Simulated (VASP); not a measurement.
# ZnSiP2 (I-42d) in VASP: a series of runs

Runs on ZnSiP2. Level: PBE. Tasks: single point.

All numbers are computed with VASP 6.6.1; they aren't measurements. Logs are shortened: lines on timing, memory, paths and dates and some standing lists are left out, and cuts for length are marked.

## Step 1: The cell of the first run

The structure is tetragonal, space group I-42d (No. 122). Conventional cell: a = 5.308 Å, b = 5.308 Å, c = 10.324 Å, α = 90.00°, β = 90.00°, γ = 90.00°. Within 3.1 Å of Zn (site symmetry -4) lie 4 P at 2.33 Å. P (site symmetry 2) has 2 Si at 2.23 Å and 2 Zn at 2.33 Å within 2.9 Å. Within 2.9 Å of Si (site symmetry -4) lie 4 P at 2.23 Å.

## Step 2: Single point, PBE (18.18 Å³/atom)

Input file INCAR:

```
ALGO = Normal ; EDIFF = 1E-6
ENCUT = 500 ; GGA = PE
GGA_COMPAT = False ; ISIF = 2
ISMEAR = 0 ; LASPH = True
LCHARG = False ; LREAL = False
LWAVE = False ; NBANDS = 36
NELM = 120 ; PREC = Accurate
SIGMA = 0.01
```

Input file KPOINTS:

```
k-points
0
Gamma
  6 6 6
```

Input file POSCAR:

```
ZnSiP2
1.0
   -2.6539438034      2.6539438034      5.1621155977
    2.6539438034     -2.6539438034      5.1621155977
    2.6539438034      2.6539438034     -5.1621155977
Zn P Si
2 4 2
Direct
    0.0000000000      0.0000000000      0.0000000000
    0.7500000000      0.2500000000      0.5000000000
    0.3750000000      0.3923061802      0.5173061802
    0.1423061802      0.6250000000      0.0173061802
    0.8750000000      0.8576938198      0.4826938198
    0.6076938198      0.1250000000     -0.0173061802
    0.5000000000      0.5000000000      0.0000000000
    0.2500000000      0.7500000000      0.5000000000
```

Potentials or basis: VASP PAW PBE potentials, release 64 (Zn, P, Si).

Launch:

```bash
> cat potpaw_PBE.64/Zn/POTCAR potpaw_PBE.64/P/POTCAR potpaw_PBE.64/Si/POTCAR > POTCAR
> mpirun -np 1 vasp_std > vasp.out
```

OUTCAR:

```text
EDIFF = 1E-6
   ENCUT = 500
   GGA = PE
   ISIF = 2
   ISMEAR = 0
   LASPH = True
   LREAL = False
   NELM = 120
   PREC = Accurate

 ion  position               nearest neighbor table
   1  0.000  0.000  0.000-   3 2.33   4 2.33   6 2.33   5 2.33
   2  0.750  0.250  0.500-   4 2.33   3 2.33   5 2.33   6 2.33
   3  0.375  0.392  0.517-   7 2.23   8 2.23   2 2.33   1 2.33
   4  0.142  0.625  0.017-   7 2.23   8 2.23   1 2.33   2 2.33
   5  0.875  0.858  0.483-   7 2.23   8 2.23   1 2.33   2 2.33
   6  0.608  0.125  0.983-   7 2.23   8 2.23   2 2.33   1 2.33
   7  0.500  0.500  0.000-   3 2.23   4 2.23   5 2.23   6 2.23
   8  0.250  0.750  0.500-   3 2.23   4 2.23   5 2.23   6 2.23

  LATTYP: Found a body centered tetragonal cell.
 ALAT       =     5.3078876068
 C/A-ratio  =     1.9450734379

  Lattice vectors:

 A1 = (  -2.6539438034,   2.6539438034,   5.1621155977)
 A2 = (   2.6539438034,  -2.6539438034,   5.1621155977)
 A3 = (   2.6539438034,   2.6539438034,  -5.1621155977)

Analysis of symmetry for initial positions (statically):
=====================================================================
 Subroutine PRICEL returns:
 Original cell was already a primitive cell.

 Routine SETGRP: Setting up the symmetry group for a
 body centered tetragonal supercell.

 Subroutine GETGRP returns: Found  8 space group operations
 (whereof  4 operations were pure point group operations)
 out of a pool of 16 trial point group operations.

The static configuration has the point symmetry S_4 .
 The point group associated with its full space group is D_2d.

Analysis of symmetry for dynamics (positions and initial velocities):
=====================================================================
 Subroutine PRICEL returns:
 Original cell was already a primitive cell.

 Routine SETGRP: Setting up the symmetry group for a
 body centered tetragonal supercell.

 Subroutine GETGRP returns: Found  8 space group operations
 (whereof  4 operations were pure point group operations)
 out of a pool of 16 trial point group operations.

The dynamic configuration has the point symmetry S_4 .
 The point group associated with its full space group is D_2d.

 Subroutine INISYM returns: Found  8 space group operations
 (whereof  4 operations are pure point group operations),
 and found     1 'primitive' translations

----------------------------------------------------------------------------------------

                                     Primitive cell

[... 103 lines left out ...]
   LREAL  =      F    real-space projection
   EDIFFG = 0.1E-04   stopping-criterion for IOM
   NSW    =      0    number of steps for IOM
   IBRION =     -1    ionic relax: 0-MD 1-quasi-New 2-CG
   NFREE  =      0    steps in history (QN), initial steepest desc. (CG)
   ISIF   =      2    stress and relaxation
   ISYM   =      2    0-nonsym 1-usesym 2-fastsym
   POTIM  = 0.5000    time-step for ionic-motion
   TEBEG  =    0.0;   TEEND  =   0.0 temperature during run
   PSTRESS=    0.0 pullay stress
   NELECT =      52.0000    total number of electrons
   NUPDOWN=      -1.0000    fix difference up-down
   EMIN   =  10.00;   EMAX   =-10.00  energy-range for DOS
   EFERMI =   0.00;   METHOD = LEGACY
   ISMEAR =     0;   SIGMA  =   0.01  broadening in eV -4-tet -1-fermi 0-gaus
   EFERMI_NEDOS =   21; number of points for ismear=-14 and -15
   IALGO  =     38    algorithm
   IMIX   =      4    mixing-type and parameters
     AMIX     =   0.40;   BMIX     =  1.00
     AMIX_MAG =   1.60;   BMIX_MAG =  1.00
  volume/ion in A,a.u.               =      18.18       122.68
  Fermi-wavevector in a.u.,A,eV,Ry     =   1.161945  2.195758 18.369445  1.350116
  Thomas-Fermi vector in A             =   2.298511
   LORBIT       =      0    0 simple, 1 ext, 2 COOP (PROOUT), +10 PAW based schemes
   GGA     = PE    functional components
   LHFCALC =     F    Hartree Fock is set to
   AEXX    =    0.0000 exact exchange contribution
   IVDW    =     0    specifies the selected vdW correction
   LEPSILON=     F    determine dielectric tensor
   LRPA    =     F    only Hartree local field effects (RPA)
 non-spin polarized calculation
 Gauss-broadening in eV      SIGMA  =   0.01
  energy-cutoff  :      500.00
  volume of cell :      145.44
 maximum number of plane-waves:      3715
 NGX is ok and might be reduce to    48
   NGX = 23   NGY = 23   NGZ = 23

 number of electron      52.0000010 magnetization

 Free energy of the ion-electron system (eV)
  ---------------------------------------------------
  ext. energy  EPLUGINS =         0.00000000
  ---------------------------------------------------
  free energy    TOTEN  =       -37.03697900 eV

  energy without entropy =      -37.03697900  energy(sigma->0) =      -37.03697900

 E-fermi :   5.0683     XC(G=0):  -9.9754

 val. band max:        5.0227254950   @ k =   0.0000   0.0000   0.0000
 cond. band min:       6.2530333891   @ k =   0.0000   0.0000   0.0000
 fundamental gap:      1.2303078941
 Fermi energy:         5.0683369454

 k-point     1 :       0.0000    0.0000    0.0000
  band No.  band energies     occupation
      1      -8.3099      2.00000
      2      -5.2302      2.00000
      3      -5.2223      2.00000
      4      -5.2223      2.00000
      5      -3.7311      2.00000
      6      -1.9187      2.00000
[... 925 lines left out ...]
     35       9.8587      0.00000
     36      10.5893      0.00000

 [... further k-points ...]
[... 5 lines left out ...]
  --------------------------------------------------------------------------------------
  -------------------------------------------------------------------------------------
  Total        5.5554989      5.5554989      5.5032232      0.0000000      0.0000000      0.0000000
  in kB       61.2015588     61.2015588     60.6256697      0.0000000      0.0000000      0.0000000
  external PRESSURE =      61.0095958 kB  Pullay stress =       0.0000000 kB

 VOLUME and BASIS-vectors are now :
 -----------------------------------------------------------------------------
  energy-cutoff  :      500.00
  volume of cell :      145.44
      direct lattice vectors                 reciprocal lattice vectors
    -2.653943803  2.653943803  5.162115598     0.000000000  0.188398865  0.096859512
     2.653943803 -2.653943803  5.162115598     0.188398865  0.000000000  0.096859512
     2.653943803  2.653943803 -5.162115598     0.188398865  0.188398865  0.000000000

 POSITION                                       TOTAL-FORCE (eV/Angst)
 -----------------------------------------------------------------------------------
      0.00000      0.00000      0.00000        -0.000000      0.000000     -0.000000
      0.00000      2.65394      2.58106        -0.000000      0.000000      0.000000
      1.41883      1.32697      1.29053        -0.109336      0.000000      0.000000
      1.32697     -1.23511      3.87159        -0.000000     -0.109336      0.000000
      1.23511      1.32697      6.45264         0.109336      0.000000      0.000000
      1.32697      3.88906     -1.29053        -0.000000      0.109336      0.000000
      0.00000      0.00000      5.16212        -0.000000      0.000000      0.000000
      2.65394      0.00000      2.58106        -0.000000      0.000000      0.000000
 -----------------------------------------------------------------------------------
    total drift:                               -0.000003     -0.000003     -0.000003

  FREE ENERGIE OF THE ION-ELECTRON SYSTEM (eV)
  ---------------------------------------------------
  free  energy   TOTEN  =       -37.0369789958 eV

  energy  without entropy=      -37.0369789958  energy(sigma->0) =      -37.03697900
```

stdout:

```text
POSCAR found type information on POSCAR ZnP Si
 POSCAR found :  3 types and       8 ions
 scaLAPACK will be used
 LDA part: xc-table for (Slater+PW92), standard interpolation
 POSCAR, INCAR and KPOINTS ok, starting setup
 FFT: planning ... GRIDC
 FFT: planning ... GRID_SOFT
 FFT: planning ... GRID
 WAVECAR not read
 entering main loop
```

It took 2.8 min on 1 thread of Intel Xeon Platinum 8488C (Sapphire Rapids), shared host; peak memory 0.39 GiB.

What came out:

| Quantity | Value |
| --- | --- |
| Free energy | -37.0370 eV |
| Pressure | 6.1 GPa |
| Largest force | 0.109 eV/Å |
| Band gap on the k mesh | 1.23 eV |

Forces on the atoms (eV/Å):
```
Zn   0.000  0.000  0.000
Zn   0.000  0.000  0.000
P   -0.109  0.000  0.000
P    0.000 -0.109  0.000
P    0.109  0.000  0.000
P    0.000  0.109  0.000
Si   0.000  0.000  0.000
Si   0.000  0.000  0.000
```

Caveat: the cell stands under pressure. A k mesh can miss the band edges.

[end of part 1 of 2]
